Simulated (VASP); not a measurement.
# Na (P-1) in VASP: notebook

The runs below take Na through single point, with LDA.

Everything below comes from runs of VASP 6.6.1. Logs are shortened: lines on timing, memory, paths and dates and some standing lists are left out, and cuts for length are marked.

## (1) The cell of the first run

The typed cell holds 2 atoms: a = 3.621 Å, b = 3.621 Å, c = 5.898 Å, α = 90.00°, β = 90.00°, γ = 120.00°.

## (2) Single point, LDA (atoms displaced along several vibrational modes)

INCAR reads:

```
SYSTEM = Na
PREC = Accurate
ENCUT = 520
EDIFF = 1E-6
ISMEAR = 0
SIGMA = 0.15
LREAL = .False.
LASPH = .True.
NELM = 100
ALGO = Fast
ISIF = 2
LWAVE = .False.
LCHARG = .True.
GGA = CA
LELF = .True.
LVHAR = .True.
NBANDS = 14
```

KPOINTS reads:

```
regular mesh
0
Gamma
  15 15 8
  0 0 0
```

POSCAR reads:

```
Na
1.0
    3.6209798977      0.0000000000      0.0000000000
   -1.8104899489      3.1358605780      0.0000000000
    0.0000000000      0.0000000000      5.8981745703
Na
2
Direct
    0.2689032601      0.6666666667      0.1760788241
    0.7310967399      0.3333333333      0.8239211759
```

Potentials or basis: VASP PAW LDA potentials, release 64 (Na_pv).

On the command line:

```console
> cat potpaw_LDA.64/Na_pv/POTCAR > POTCAR
> mpirun -np 1 vasp_std > vasp.out
```

OUTCAR:

```text
SYSTEM = Na
   PREC = Accurate
   ENCUT = 520
   EDIFF = 1E-6
   ISMEAR = 0
   LREAL = .False.
   LASPH = .True.
   NELM = 100
   ISIF = 2
   GGA = CA

 ion  position               nearest neighbor table
   1  0.269  0.667  0.176-   2 2.69
   2  0.731  0.333  0.824-   1 2.69

  LATTYP: Found a hexagonal cell.
 ALAT       =     3.6209798977
 C/A-ratio  =     1.6288890679

  Lattice vectors:

 A1 = (   3.6209798977,   0.0000000000,   0.0000000000)
 A2 = (  -1.8104899489,   3.1358605780,   0.0000000000)
 A3 = (   0.0000000000,   0.0000000000,   5.8981745703)

Analysis of symmetry for initial positions (statically):
=====================================================================
 Subroutine PRICEL returns:
 Original cell was already a primitive cell.

 Routine SETGRP: Setting up the symmetry group for a
 hexagonal supercell.

 Subroutine GETGRP returns: Found  2 space group operations
 (whereof  2 operations were pure point group operations)
 out of a pool of 24 trial point group operations.

The static configuration has the point symmetry S_2 .

Analysis of symmetry for dynamics (positions and initial velocities):
=====================================================================
 Subroutine PRICEL returns:
 Original cell was already a primitive cell.

 Routine SETGRP: Setting up the symmetry group for a
 hexagonal supercell.

 Subroutine GETGRP returns: Found  2 space group operations
 (whereof  2 operations were pure point group operations)
 out of a pool of 24 trial point group operations.

The dynamic configuration has the point symmetry S_2 .

 Subroutine INISYM returns: Found  2 space group operations
 (whereof  2 operations are pure point group operations),
 and found     1 'primitive' translations

----------------------------------------------------------------------------------------

                                     Primitive cell

  volume of cell :      66.9731

  direct lattice vectors                    reciprocal lattice vectors
     3.620979898  0.000000000  0.000000000     0.276168338  0.159445864  0.000000000
    -1.810489949  3.135860578  0.000000000     0.000000000  0.318891728  0.000000000
     0.000000000  0.000000000  5.898174570     0.000000000  0.000000000  0.169543981

  length of vectors
     3.620979898  3.620979898  5.898174570     0.318891728  0.318891728  0.169543981

[... 75 lines left out ...]
   LNONCOLLINEAR =      F non collinear calculations
   LSORBIT =      F    spin-orbit coupling
   LASPH  =      T    aspherical Exc in radial PAW
   ENCUT  =  520.0 eV  38.22 Ry    6.18 a.u.   6.73  6.73 10.97*2*pi/ulx,y,z
   NELM   =    100;   NELMIN=  2; NELMDL= -5     # of ELM steps
   EDIFF  = 0.1E-05   stopping-criterion for ELM
   LREAL  =      F    real-space projection
[... 7 lines left out ...]
   TEBEG  =    0.0;   TEEND  =   0.0 temperature during run
   PSTRESS=    0.0 pullay stress
   NELECT =      14.0000    total number of electrons
   NUPDOWN=      -1.0000    fix difference up-down
   EMIN   =  10.00;   EMAX   =-10.00  energy-range for DOS
   EFERMI =   0.00;   METHOD = LEGACY
   ISMEAR =     0;   SIGMA  =   0.15  broadening in eV -4-tet -1-fermi 0-gaus
   EFERMI_NEDOS =   21; number of points for ismear=-14 and -15
   IALGO  =     68    algorithm
   IMIX   =      4    mixing-type and parameters
     AMIX     =   0.40;   BMIX     =  1.00
     AMIX_MAG =   1.60;   BMIX_MAG =  1.00
  volume/ion in A,a.u.               =      33.49       225.98
  Fermi-wavevector in a.u.,A,eV,Ry     =   0.971592  1.836043 12.843783  0.943991
  Thomas-Fermi vector in A             =   2.101822
   LORBIT       =      0    0 simple, 1 ext, 2 COOP (PROOUT), +10 PAW based schemes
   GGA     = CA    functional components
   LHFCALC =     F    Hartree Fock is set to
   AEXX    =    0.0000 exact exchange contribution
   IVDW    =     0    specifies the selected vdW correction
   LEPSILON=     F    determine dielectric tensor
   LRPA    =     F    only Hartree local field effects (RPA)
 non-spin polarized calculation
 RMM-DIIS sequential band-by-band and
 Gauss-broadening in eV      SIGMA  =   0.15
  energy-cutoff  :      520.00
  volume of cell :       66.97
 maximum number of plane-waves:      1834
   NGX = 13   NGY = 13   NGZ = 21

 number of electron      14.0000001 magnetization

 Free energy of the ion-electron system (eV)
  ---------------------------------------------------
  ext. energy  EPLUGINS =         0.00000000
  ---------------------------------------------------
  free energy    TOTEN  =        -2.52862292 eV

  energy without entropy =       -2.51821817  energy(sigma->0) =       -2.52342054

 E-fermi :   0.4773     XC(G=0):  -6.9323

 val. band max:        0.4731911315   @ k =  -0.1333  -0.4000  -0.1250
 cond. band min:       0.4785153103   @ k =  -0.4667  -0.1333  -0.1250
 fundamental gap:      0.0053241788
 Fermi energy:         0.4772510671

 k-point     1 :       0.0000    0.0000    0.0000
  band No.  band energies     occupation
      1     -24.7109      2.00000
      2     -24.5980      2.00000
      3     -24.5521      2.00000
      4     -24.5469      2.00000
      5     -24.5467      2.00000
      6     -24.5192      2.00000
      7      -3.1018      2.00000
      8       1.3458      0.00000
      9       1.4057      0.00000
     10      10.5330      0.00000
     11      10.8087      0.00000
     12      10.8378      0.00000
     13      11.3561      0.00000
     14      11.6161      0.00000
[... 377 lines left out ...]
      1     -24.7104      2.00000
      2     -24.6013      2.00000
      3     -24.5623      2.00000
      4     -24.5497      2.00000
      5     -24.5421      2.00000
      6     -24.5190      2.00000
      7      -2.8896      2.00000
      8       1.5316      0.00000
      9       1.6068      0.00000
     10       8.6191      0.00000
     11       8.7035      0.00000
     12      10.9238      0.00000
     13      11.6806      0.00000
     14      12.5531      0.00000

 [... further k-points ...]
[... 5 lines left out ...]
  --------------------------------------------------------------------------------------
  -------------------------------------------------------------------------------------
  Total        0.5358406      0.6390190      1.1038879      0.4113817      0.1459279      0.3232446
  in kB       12.8187503     15.2870559     26.4079732      9.8413583      3.4909875      7.7328825
  external PRESSURE =      18.1712598 kB  Pullay stress =       0.0000000 kB

 VOLUME and BASIS-vectors are now :
 -----------------------------------------------------------------------------
  energy-cutoff  :      520.00
  volume of cell :       66.97
      direct lattice vectors                 reciprocal lattice vectors
     3.620979898  0.000000000  0.000000000     0.276168338  0.159445864  0.000000000
    -1.810489949  3.135860578  0.000000000     0.000000000  0.318891728  0.000000000
     0.000000000  0.000000000  5.898174570     0.000000000  0.000000000  0.169543981

 POSITION                                       TOTAL-FORCE (eV/Angst)
 -----------------------------------------------------------------------------------
     -0.23330      2.09057      1.03854         0.169993      0.077050      0.937850
      2.04379      1.04529      4.85963        -0.169993     -0.077050     -0.937850
 -----------------------------------------------------------------------------------
    total drift:                               -0.000000      0.000000     -0.000000

  FREE ENERGIE OF THE ION-ELECTRON SYSTEM (eV)
  ---------------------------------------------------
  free  energy   TOTEN  =        -2.5286229190 eV

  energy  without entropy=       -2.5182181661  energy(sigma->0) =       -2.52342054
```

OSZICAR:

```text
N       E                     dE             d eps       ncg     rms          rms(c)
DAV:   1     0.101305852250E+03    0.10131E+03   -0.77418E+03 25250   0.979E+02
DAV:   2     0.119075229568E+01   -0.10012E+03   -0.98965E+02 26356   0.280E+02
DAV:   3    -0.253411525538E+01   -0.37249E+01   -0.37214E+01 31924   0.615E+01
DAV:   4    -0.258523601020E+01   -0.51121E-01   -0.51119E-01 27958   0.777E+00
DAV:   5    -0.258635752923E+01   -0.11215E-02   -0.11215E-02 32422   0.114E+00    0.639E-01
RMM:   6    -0.254351320689E+01    0.42844E-01   -0.64815E-03 27125   0.628E-01    0.349E-01
RMM:   7    -0.252850015017E+01    0.15013E-01   -0.13468E-02 28920   0.871E-01    0.686E-02
RMM:   8    -0.252856243657E+01   -0.62286E-04   -0.19736E-03 32563   0.498E-01    0.224E-02
RMM:   9    -0.252862998591E+01   -0.67549E-04   -0.94853E-04 36323   0.262E-01    0.247E-02
RMM:  10    -0.252863464683E+01   -0.46609E-05   -0.12028E-04 36737   0.899E-02    0.212E-02
RMM:  11    -0.252862609027E+01    0.85566E-05   -0.13286E-05 33515   0.361E-02    0.106E-02
RMM:  12    -0.252862302444E+01    0.30658E-05   -0.67923E-06 31855   0.329E-02    0.538E-03
RMM:  13    -0.252862291900E+01    0.10545E-06   -0.65727E-06 27522   0.211E-02
   1 F= -.25286229E+01 E0= -.25234205E+01  d E =-.104048E-01
```

stdout:

```text
POSCAR found type information on POSCAR Na
 POSCAR found :  1 types and       2 ions
 scaLAPACK will be used
 LDA part: xc-table for (Slater(with rela. corr.)+CA(PZ))
 , standard interpolation
 POSCAR, INCAR and KPOINTS ok, starting setup
 FFT: planning ... GRIDC
 FFT: planning ... GRID_SOFT
 FFT: planning ... GRID
 WAVECAR not read
 entering main loop
```

Wall time 17 min (1 thread of Intel Xeon 8259CL, shared host); peak memory 0.65 GiB.

What came out:

```yaml
Free_energy: -2.5286 eV
Pressure: 1.8 GPa
Largest_force: 0.956 eV/Å
Band_gap_on_the_k_mesh: zero (bands 7 and 8 overlap by 3.46 eV)
```

Forces on the atoms (eV/Å):
```
Na   0.170  0.077  0.938
Na  -0.170 -0.077 -0.938
```

Stress tensor (GPa, compression positive):
```
1.28 0.98 0.77
0.98 1.53 0.35
0.77 0.35 2.64
```

Levels at points of the mesh, in eV from the Fermi level:
| k point | band 3 | band 4 | band 5 | band 6 | band 7 | band 8 | band 9 | band 10 | band 11 | band 12 |
| --- | --- | --- | --- | --- | --- | --- | --- | --- | --- | --- |
| (0.00, 0.00, 0.00) | -25.03 | -25.02 | -25.02 | -25.00 | -3.58 | 0.87 | 0.93 | 10.06 | 10.33 | 10.36 |
| (0.00, 0.00, 0.50) | -25.03 | -25.02 | -25.02 | -25.00 | -2.93 | -1.81 | 5.83 | 5.89 | 10.39 | 10.60 |

Caveat: the cell differs from its parent crystal (atoms displaced along several vibrational modes).

(Part 1 of 2 ends here.)

The gap in the log of VASP goes by the Fermi energy; the results here count the filled bands.